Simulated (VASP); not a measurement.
Runs of VASP 6.6.1 on Cd. The structure is that of space group P6_3/mmc (No. 194), or close to it. The cells are those of the table. 

```csv
spin,cell,k mesh,gap on the mesh (eV),pressure (GPa)
off,"a = 3.217, b = 3.217, c = 6.667 Å, angles 90.0, 90.0, 120.0°, 2 atoms",19 × 19 × 8,none,-1.2
"non-collinear, zero start, SOC","a = 3.097, b = 3.097, c = 6.420 Å, angles 90.0, 90.0, 120.0°, 2 atoms",12 × 12 × 5,-,(a)
off,"a = 3.138, b = 3.138, c = 6.505 Å, angles 90.0, 90.0, 120.0°, 2 atoms",19 × 19 × 8,none,-0.5
off,"a = 3.178, b = 3.178, c = 6.587 Å, angles 90.0, 90.0, 120.0°, 2 atoms",19 × 19 × 8,none,-1.0
```

Alike in all rows: task single point; level BLYP; potentials or basis VASP PAW PBE potentials, release 64 (Cd); cutoff (eV) 520; smearing fermi-dirac 0.1 eV.

Estimate the missing entries.

(a) 0.0.

Caveats: the PAW data sets were made with another functional, which shifts forces and pressure a little.

A k mesh can miss the band edges, and rows without SOC leave out spin-orbit coupling on Cd.

A gap of «none» marks levels without a gap at the run's occupations.
